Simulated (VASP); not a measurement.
Li3Au, 4 atoms in the cell. It takes space group Fm-3m (No. 225, cubic). The conventional cell has a = 6.281 Å, b = 6.281 Å, c = 6.281 Å, α = 90.00°, β = 90.00°, γ = 90.00°. Li (site symmetry -43m) has 10 Li at 2.72 to 3.14 Å and 4 Au at 2.72 Å within 3.6 Å. Within 3.6 Å of Li (site symmetry m-3m) lie 8 Li at 2.72 Å and 6 Au at 3.14 Å. Within 3.6 Å of Au (site symmetry m-3m) lie 14 Li at 2.72 to 3.14 Å.  This cell differs from its parent crystal: volume scaled by 0.99.

| Item | Value |
| --- | --- |
| Program | VASP 6.6.1 |
| Task | single point |
| Functional | PBEsol |
| Potentials or basis | VASP PAW PBE potentials, release 64 (Li_sv, Au) |
| Cutoff | 520 eV |
| k mesh | 10 × 10 × 10 |
| Occupations | fermi-dirac, width 0.03 eV |
| Spin | no spin polarisation |
| Dipole correction | no |
| Further INCAR settings | ALGO = Normal; EDIFF = 1e-06; NBANDS = 18 |

Potentials or basis: VASP PAW PBE potentials, release 64 (Li_sv, Au).

The run is started by

```console
$ cat potpaw_PBE.64/Li_sv/POTCAR potpaw_PBE.64/Au/POTCAR > POTCAR
$ mpirun -np 1 vasp_std > vasp.out
```

Hardware: 1 thread of Intel(R) Xeon(R) Platinum 8259CL CPU @ 2.50GHz (Skylake/Cascade Lake) (shared host).

Problem. How long does it take, and how much memory?

Solution. Run time: 43 s on 1 thread of Intel(R) Xeon(R) Platinum 8259CL CPU @ 2.50GHz (Skylake/Cascade Lake), on a shared host, peak memory 0.22 GiB. Counts: scf iterations 12, k points 47.
